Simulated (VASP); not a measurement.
# Ni (Fm-3m) in VASP: further runs

Ni is run at these levels: LDA; tasks: single point.

Everything below comes from runs of VASP 6.6.1. Logs are shortened: lines on timing, memory, paths and dates and some standing lists are left out, and cuts for length are marked.

### Step 1. The cell of the first run

It takes space group Fm-3m (No. 225, cubic). Conventional cell: a = 3.524 Å, b = 3.524 Å, c = 3.524 Å, α = 90.00°, β = 90.00°, γ = 90.00°. Ni (site symmetry m-3m) has 12 Ni at 2.49 Å within 3.3 Å.

### Step 2. Single point, LDA, collinear spin, ferromagnetic start

Contents of INCAR:

```
ALGO = Normal ; EDIFF = 1E-7
ENCUT = 520 ; ISIF = 2
ISMEAR = -1 ; ISPIN = 2
LASPH = True ; LCHARG = True
LELF = True ; LMAXMIX = 4
LORBIT = 11 ; LREAL = False
LVHAR = True ; LWAVE = False
MAGMOM = 0.88 ; NBANDS = 15
NELM = 150 ; NUPDOWN = 0.88
PREC = Accurate ; SIGMA = 0.1
```

Contents of KPOINTS:

```
k-points
0
Gamma
  16 16 16
```

Contents of POSCAR:

```
Ni
1.0
    0.0000000000      1.7619350000      1.7619350000
    1.7619350000      0.0000000000      1.7619350000
    1.7619350000      1.7619350000      0.0000000000
Ni
1
Direct
    0.0000000000      0.0000000000      0.0000000000
```

Potentials or basis: VASP PAW LDA potentials, release 64 (Ni).

The run is started by

```
> cat potpaw_LDA.64/Ni/POTCAR > POTCAR
> mpirun -np 1 vasp_std > vasp.out
```

OUTCAR:

```text
EDIFF = 1E-7
   ENCUT = 520
   ISIF = 2
   ISMEAR = -1
   ISPIN = 2
   LASPH = True
   LORBIT = 11
   LREAL = False
   NELM = 150
   NUPDOWN = 0.88
   PREC = Accurate

 ion  position               nearest neighbor table
   1  0.000  0.000  0.000-

  LATTYP: Found a face centered cubic cell.
 ALAT       =     3.5238700000

  Lattice vectors:

 A1 = (   0.0000000000,   1.7619350000,   1.7619350000)
 A2 = (   1.7619350000,   0.0000000000,   1.7619350000)
 A3 = (   1.7619350000,   1.7619350000,   0.0000000000)

Analysis of symmetry for initial positions (statically):
=====================================================================
 Subroutine PRICEL returns:
 Original cell was already a primitive cell.

 Routine SETGRP: Setting up the symmetry group for a
 face centered cubic supercell.

 Subroutine GETGRP returns: Found 48 space group operations
 (whereof 48 operations were pure point group operations)
 out of a pool of 48 trial point group operations.

The static configuration has the point symmetry O_h .

Analysis of symmetry for dynamics (positions and initial velocities):
=====================================================================
 Subroutine PRICEL returns:
 Original cell was already a primitive cell.

 Routine SETGRP: Setting up the symmetry group for a
 face centered cubic supercell.

 Subroutine GETGRP returns: Found 48 space group operations
 (whereof 48 operations were pure point group operations)
 out of a pool of 48 trial point group operations.

The dynamic configuration has the point symmetry O_h .

Analysis of structural, dynamic, and magnetic symmetry:
=====================================================================
 Subroutine PRICEL returns:
 Original cell was already a primitive cell.

 Routine SETGRP: Setting up the symmetry group for a
 face centered cubic supercell.

 Subroutine GETGRP returns: Found 48 space group operations
 (whereof 48 operations were pure point group operations)
 out of a pool of 48 trial point group operations.

The overall configuration has the point symmetry O_h .

 Subroutine INISYM returns: Found 48 space group operations
 (whereof 48 operations are pure point group operations),
 and found     1 'primitive' translations

----------------------------------------------------------------------------------------

                                     Primitive cell

  volume of cell :      10.9396

  direct lattice vectors                    reciprocal lattice vectors
     0.000000000  1.761935000  1.761935000    -0.283778914  0.283778914  0.283778914
     1.761935000  0.000000000  1.761935000     0.283778914 -0.283778914  0.283778914
     1.761935000  1.761935000  0.000000000     0.283778914  0.283778914 -0.283778914

  length of vectors
     2.491752373  2.491752373  2.491752373     0.491519496  0.491519496  0.491519496

  position of ions in fractional coordinates (direct lattice)
     0.000000000  0.000000000  0.000000000

  ion indices of the primitive-cell ions
   primitive index   ion index
                 1           1

----------------------------------------------------------------------------------------

 KPOINTS: k-points

Automatic generation of k-mesh.
 Grid dimensions read from file:
 generate k-points for:   16   16   16

 Generating k-lattice:

  Cartesian coordinates                     Fractional coordinates (reciprocal lattice)
    -0.017736182  0.017736182  0.017736182     0.062500000  0.000000000  0.000000000
     0.017736182 -0.017736182  0.017736182     0.000000000  0.062500000  0.000000000
     0.017736182  0.017736182 -0.017736182     0.000000000  0.000000000  0.062500000

  Length of vectors
     0.030719969  0.030719969  0.030719969

  Shift w.r.t. Gamma in fractional coordinates (k-lattice)
     0.000000000  0.000000000  0.000000000

 Subroutine IBZKPT returns following result:
 ===========================================

 Found    145 irreducible k-points:

 Following reciprocal coordinates:
            Coordinates               Weight
  0.000000  0.000000  0.000000      1.000000
  0.062500  0.000000  0.000000      8.000000
  0.125000  0.000000  0.000000      8.000000
  0.187500  0.000000  0.000000      8.000000
  0.250000  0.000000  0.000000      8.000000
  0.312500  0.000000  0.000000      8.000000
[... 16 lines left out ...]
 -0.125000  0.062500  0.000000     24.000000
 -0.062500  0.062500  0.000000     12.000000
 [... further k-points ...]
   k-points           NKPTS =    145   k-points in BZ     NKDIM =    145   number of bands    NBANDS=     15
   number of dos      NEDOS =    301   number of ions     NIONS =      1
   total plane-waves  NPLWV =   8000
   dimension x,y,z NGX =    20 NGY =   20 NGZ =   20
   dimension x,y,z NGXF=    40 NGYF=   40 NGZF=   40
   ions per type =               1
   NGX,Y,Z   is equivalent  to a cutoff of  13.34, 13.34, 13.34 a.u.
   NGXF,Y,Z  is equivalent  to a cutoff of  26.69, 26.69, 26.69 a.u.
 SYSTEM =  unknown system
   PREC   = accura    normal or accurate (medium, high low for compatibility)
   ISTART =      0    job   : 0-new  1-cont  2-samecut
   ICHARG =      2    charge: 1-file 2-atom 10-const
   ISPIN  =      2    spin polarized calculation?
   LNONCOLLINEAR =      F non collinear calculations
   LSORBIT =      F    spin-orbit coupling
   LASPH  =      T    aspherical Exc in radial PAW
   ENCUT  =  520.0 eV  38.22 Ry    6.18 a.u.   4.63  4.63  4.63*2*pi/ulx,y,z
   NELM   =    150;   NELMIN=  2; NELMDL= -5     # of ELM steps
   EDIFF  = 0.1E-06   stopping-criterion for ELM
   LREAL  =      F    real-space projection
   EDIFFG = 0.1E-05   stopping-criterion for IOM
   NSW    =      0    number of steps for IOM
   IBRION =     -1    ionic relax: 0-MD 1-quasi-New 2-CG
   NFREE  =      0    steps in history (QN), initial steepest desc. (CG)
   ISIF   =      2    stress and relaxation
   ISYM   =      2    0-nonsym 1-usesym 2-fastsym
   POTIM  = 0.5000    time-step for ionic-motion
   TEBEG  =    0.0;   TEEND  =   0.0 temperature during run
   PSTRESS=    0.0 pullay stress
   NELECT =      10.0000    total number of electrons
   NUPDOWN=       0.8800    fix difference up-down
   EMIN   =  10.00;   EMAX   =-10.00  energy-range for DOS
   EFERMI =   0.00;   METHOD = LEGACY
   ISMEAR =    -1;   SIGMA  =   0.10  broadening in eV -4-tet -1-fermi 0-gaus
   EFERMI_NEDOS =   21; number of points for ismear=-14 and -15
   IALGO  =     38    algorithm
   IMIX   =      4    mixing-type and parameters
     AMIX     =   0.40;   BMIX     =  1.00
     AMIX_MAG =   1.60;   BMIX_MAG =  1.00
  volume/ion in A,a.u.               =      10.94        73.82
  Fermi-wavevector in a.u.,A,eV,Ry     =   1.588821  3.002436 34.345893  2.524352
  Thomas-Fermi vector in A             =   2.687765
   LORBIT       =     11    0 simple, 1 ext, 2 COOP (PROOUT), +10 PAW based schemes
   GGA     = CA    functional components
   LHFCALC =     F    Hartree Fock is set to
   AEXX    =    0.0000 exact exchange contribution
   IVDW    =     0    specifies the selected vdW correction
   LEPSILON=     F    determine dielectric tensor
   LRPA    =     F    only Hartree local field effects (RPA)
 spin polarized calculation
  energy-cutoff  :      520.00
  volume of cell :       10.94
 maximum number of plane-waves:       306
   NGX =  9   NGY =  9   NGZ =  9

 number of electron      10.0000010 magnetization       0.8800001

 Free energy of the ion-electron system (eV)
  ---------------------------------------------------
  ext. energy  EPLUGINS =         0.00000000
  ---------------------------------------------------
  free energy    TOTEN  =        -6.49817449 eV

  energy without entropy =       -6.44617337  energy(sigma->0) =       -6.47217393

 E-fermi :   8.8740     XC(G=0): -13.5895

 val. band max:        9.6035497537   @ k =   0.4375   0.2500   0.0000
 cond. band min:       8.8880350462   @ k =   0.4375   0.1875   0.0625
 fundamental gap:     -0.7155147075
 Fermi energy:         9.7020396392

 spin component 1

 k-point     1 :       0.0000    0.0000    0.0000
  band No.  band energies     occupation
      1      -0.0388      1.00000
      2       6.4183      1.00000
      3       6.4183      1.00000
      4       6.4183      1.00000
      5       7.5392      1.00000
      6       7.5392      1.00000
      7      32.6611      0.00000
      8      36.3459      0.00000
      9      36.3459      0.00000
     10      36.3459      0.00000
     11      39.2636      0.00000
     12      39.2636      0.00000
     13      39.2636      0.00000
     14      42.5197      0.00000
     15      48.3839      0.00000

 k-point     2 :       0.0625    0.0000    0.0000
  band No.  band energies     occupation
      1       0.1134      1.00000
      2       6.3799      1.00000
      3       6.4521      1.00000
      4       6.4521      1.00000
      5       7.5251      1.00000
      6       7.5251      1.00000
      7      32.1162      0.00000
      8      34.6039      0.00000
      9      35.9780      0.00000
     10      35.9780      0.00000
     11      39.8087      0.00000
     12      39.8087      0.00000
     13      40.4134      0.00000
     14      43.6755      0.00000
     15      46.9432      0.00000
[... 365 lines left out ...]
      3       6.6010      1.00000
      4       6.6047      1.00000
      5       7.3862      1.00000
      6       7.5931      1.00000
      7      28.6734      0.00000
      8      31.4227      0.00000
      9      35.1258      0.00000
     10      37.0090      0.00000
     11      38.9979      0.00000
     12      40.0436      0.00000
     13      42.5137      0.00000
     14      44.0372      0.00000
     15      46.0576      0.00000

 k-point    24 :      -0.0625    0.0625    0.0000
  band No.  band energies     occupation
      1       0.3641      1.00000
      2       6.3095      1.00000
      3       6.5006      1.00000
      4       6.5190      1.00000
      5       7.4570      1.00000
      6       7.5546      1.00000
      7      31.2417      0.00000
      8      32.8045      0.00000
      9      35.1219      0.00000
     10      36.9260      0.00000
     11      39.4334      0.00000
     12      39.6399      0.00000
     13      42.5433      0.00000
     14      44.5034      0.00000
     15      45.0954      0.00000

 [... further k-points ...]

 spin component 2

 k-point     1 :       0.0000    0.0000    0.0000
  band No.  band energies     occupation
      1       0.0865      1.00000
      2       7.2616      1.00000
      3       7.2616      1.00000
      4       7.2616      1.00000
      5       8.3563      0.99439
      6       8.3563      0.99439
      7      32.7096      0.00000
      8      36.4892      0.00000
      9      36.4892      0.00000
     10      36.4892      0.00000
     11      39.5405      0.00000
     12      39.5405      0.00000
     13      39.5405      0.00000
     14      42.5673      0.00000
     15      48.6620      0.00000

 k-point     2 :       0.0625    0.0000    0.0000
  band No.  band energies     occupation
      1       0.2388      1.00000
      2       7.2184      1.00000
      3       7.2969      1.00000
      4       7.2969      1.00000
      5       8.3411      0.99518
      6       8.3411      0.99518
      7      32.2176      0.00000
      8      34.7474      0.00000
      9      36.1496      0.00000
     10      36.1496      0.00000
     11      40.0528      0.00000
     12      40.0528      0.00000
     13      40.5923      0.00000
     14      43.7758      0.00000
     15      47.2187      0.00000
[... 365 lines left out ...]
      3       7.4465      1.00000
      4       7.4525      1.00000
      5       8.1933      0.99890
      6       8.4163      0.98983
      7      28.9055      0.00000
      8      31.6075      0.00000
      9      35.2454      0.00000
     10      37.1931      0.00000
     11      39.1279      0.00000
     12      40.2616      0.00000
     13      42.8082      0.00000
     14      44.1632      0.00000
     15      46.3901      0.00000

 k-point    24 :      -0.0625    0.0625    0.0000
  band No.  band energies     occupation
      1       0.4902      1.00000
      2       7.1408      1.00000
      3       7.3484      1.00000
      4       7.3641      1.00000
      5       8.2682      0.99767
      6       8.3725      0.99341
      7      31.4006      0.00000
      8      32.9895      0.00000
      9      35.2568      0.00000
     10      37.0736      0.00000
     11      39.7044      0.00000
     12      39.7986      0.00000
     13      42.7086      0.00000
     14      44.7790      0.00000
     15      45.2645      0.00000

 [... further k-points ...]

------------------------ aborting loop because EDIFF is reached ----------------------------------------

  FORCE on cell =-STRESS in cart. coord.  units (eV):
  Direction    XX          YY          ZZ          XY          YZ          ZX
  --------------------------------------------------------------------------------------
  -------------------------------------------------------------------------------------
  Total       -1.0474826     -1.0474826     -1.0474826      0.0000000      0.0000000     -0.0000000
  in kB     -153.4114449   -153.4114449   -153.4114449      0.0000000      0.0000000     -0.0000000
  external PRESSURE =    -153.4114449 kB  Pullay stress =       0.0000000 kB

 VOLUME and BASIS-vectors are now :
 -----------------------------------------------------------------------------
  energy-cutoff  :      520.00
  volume of cell :       10.94
      direct lattice vectors                 reciprocal lattice vectors
     0.000000000  1.761935000  1.761935000    -0.283778914  0.283778914  0.283778914
     1.761935000  0.000000000  1.761935000     0.283778914 -0.283778914  0.283778914
     1.761935000  1.761935000  0.000000000     0.283778914  0.283778914 -0.283778914

 POSITION                                       TOTAL-FORCE (eV/Angst)
 -----------------------------------------------------------------------------------
      0.00000      0.00000      0.00000         0.000000      0.000000      0.000000
 -----------------------------------------------------------------------------------
    total drift:                                0.000000      0.000000      0.000000

  FREE ENERGIE OF THE ION-ELECTRON SYSTEM (eV)
  ---------------------------------------------------
  free  energy   TOTEN  =        -6.4981744878 eV

  energy  without entropy=       -6.4461733689  energy(sigma->0) =       -6.47217393

 total charge

# of ion       s       p       d       tot
------------------------------------------
    1        0.505   0.507   8.291   9.303

 magnetization (x)

# of ion       s       p       d       tot
------------------------------------------
    1        0.005   0.002   0.866   0.873
```

Wall time 22 s (1 thread of Intel Xeon 6975P-C (Granite Rapids), shared host); peak memory 0.15 GiB.

What came out:

```yaml
Free_energy: -6.4982 eV
Pressure: -15.3 GPa
Net_moment: 0.88 μB per cell
Site_moments: Ni +0.87 μB
Valence_electrons_inside_the_program's_atomic_spheres: Ni 9.30
```

Caveat: the total moment is fixed, so each spin has its own Fermi level.

### Step 3. Single point, LDA

Contents of INCAR:

```
PREC = Accurate
ENCUT = 600
EDIFF = 1E-6
ISMEAR = -1
SIGMA = 0.1
LREAL = False
LASPH = True
NELM = 120
ALGO = Normal
ISIF = 2
LWAVE = False
LCHARG = True
GGA = CA
LELF = True
LVHAR = True
NBANDS = 11
GGA_COMPAT = False
```

Contents of KPOINTS:

```
regular mesh
0
Gamma
  16 16 16
```

POSCAR is that of step 2.

Potentials or basis: VASP PAW LDA potentials, release 64 (Ni).

The run is started by

```
> cat potpaw_LDA.64/Ni/POTCAR > POTCAR
> mpirun -np 1 vasp_std > vasp.out
```

OUTCAR:

```text
PREC = Accurate
   ENCUT = 600
   EDIFF = 1E-6
   ISMEAR = -1
   LREAL = False
   LASPH = True
   NELM = 120
   ISIF = 2
   GGA = CA

 ion  position               nearest neighbor table
   1  0.000  0.000  0.000-

  LATTYP: Found a face centered cubic cell.
 ALAT       =     3.5238700000

  Lattice vectors:

 A1 = (   0.0000000000,   1.7619350000,   1.7619350000)
 A2 = (   1.7619350000,   0.0000000000,   1.7619350000)
[... 512 lines left out ...]
      9      35.1883      0.00000
     10      36.9995      0.00000
     11      39.5983      0.00000

 [... further k-points ...]

------------------------ aborting loop because EDIFF is reached ----------------------------------------

  FORCE on cell =-STRESS in cart. coord.  units (eV):
  Direction    XX          YY          ZZ          XY          YZ          ZX
  --------------------------------------------------------------------------------------
  -------------------------------------------------------------------------------------
  Total       -1.2389612     -1.2389612     -1.2389612      0.0000000      0.0000000     -0.0000000
  in kB     -181.4548709   -181.4548709   -181.4548709      0.0000000      0.0000000     -0.0000000
  external PRESSURE =    -181.4548709 kB  Pullay stress =       0.0000000 kB

 VOLUME and BASIS-vectors are now :
 -----------------------------------------------------------------------------
  energy-cutoff  :      600.00
  volume of cell :       10.94
      direct lattice vectors                 reciprocal lattice vectors
     0.000000000  1.761935000  1.761935000    -0.283778914  0.283778914  0.283778914
     1.761935000  0.000000000  1.761935000     0.283778914 -0.283778914  0.283778914
     1.761935000  1.761935000  0.000000000     0.283778914  0.283778914 -0.283778914

 POSITION                                       TOTAL-FORCE (eV/Angst)
 -----------------------------------------------------------------------------------
      0.00000      0.00000      0.00000        -0.000000     -0.000000      0.000000
 -----------------------------------------------------------------------------------
    total drift:                                0.000000      0.000000      0.000000

  FREE ENERGIE OF THE ION-ELECTRON SYSTEM (eV)
  ---------------------------------------------------
  free  energy   TOTEN  =        -6.5320906228 eV

  energy  without entropy=       -6.4410720405  energy(sigma->0) =       -6.48658133
```

OSZICAR:

```text
N       E                     dE             d eps       ncg     rms          rms(c)
DAV:   1     0.320430074582E+02    0.32043E+02   -0.53887E+03  3257   0.139E+03
DAV:   2    -0.649737787725E+01   -0.38540E+02   -0.36480E+02  3282   0.186E+02
DAV:   3    -0.765487140350E+01   -0.11575E+01   -0.11480E+01  3619   0.373E+01
DAV:   4    -0.766500201234E+01   -0.10131E-01   -0.10127E-01  3552   0.312E+00
DAV:   5    -0.766523635680E+01   -0.23434E-03   -0.23434E-03  3640   0.467E-01    0.995E+00
DAV:   6    -0.696509342942E+01    0.70014E+00   -0.17306E+01  3813   0.588E+01    0.631E+00
DAV:   7    -0.655379964816E+01    0.41129E+00   -0.32812E+00  3796   0.238E+01    0.162E+00
DAV:   8    -0.653458544075E+01    0.19214E-01   -0.27191E-02  4630   0.156E+00    0.477E-01
DAV:   9    -0.653209637465E+01    0.24891E-02   -0.21837E-03  4593   0.324E-01    0.519E-02
DAV:  10    -0.653208614323E+01    0.10231E-04   -0.40001E-05  4407   0.474E-02    0.408E-02
DAV:  11    -0.653209063088E+01   -0.44877E-05   -0.24200E-06  3410   0.150E-02    0.227E-03
DAV:  12    -0.653209062277E+01    0.81109E-08   -0.59632E-08  1751   0.226E-03
   1 F= -.65320906E+01 E0= -.64865813E+01  d E =-.910186E-01
```

stdout:

```text
POSCAR found type information on POSCAR Ni
 POSCAR found :  1 types and       1 ions
 scaLAPACK will be used
 LDA part: xc-table for (Slater(with rela. corr.)+CA(PZ))
 , standard interpolation
 POSCAR, INCAR and KPOINTS ok, starting setup
 FFT: planning ... GRIDC
 FFT: planning ... GRID_SOFT
 FFT: planning ... GRID
 WAVECAR not read
 entering main loop
```

Wall time 30 s (1 thread of Intel Xeon Platinum 8259CL at 2.50GHz (Skylake/Cascade Lake), shared host); peak memory 0.13 GiB.

What came out:

| Property | Result |
| --- | --- |
| Free energy | -6.5321 eV |
| Pressure | -18.1 GPa |
| Band gap on the k mesh | zero (band 5 reaches 8.95 eV, above the bottom of band 6 at 8.01 eV) |

Levels at points of the mesh, in eV from the Fermi level:
```
           k point  band 1  band 2  band 3  band 4  band 5  band 6  band 7  band 8  band 9  band 10
(0.00, 0.00, 0.00)   -8.79   -1.88   -1.88   -1.88   -0.76   -0.76   23.86   27.60   27.60    27.60
(0.50, 0.00, 0.00)   -4.43   -1.91   -1.91   -0.10   -0.04   -0.04    6.00   22.38   24.65    24.65
(0.50, 0.50, 0.00)   -4.25   -3.70   -0.04    0.14    0.14    2.61    9.50   14.89   14.89    20.00
```

Caveat: the run has no spin polarisation, though such a crystal can be magnetic. Spin polarisation is off, so any magnetic state and its effect on volume and gap are missing.
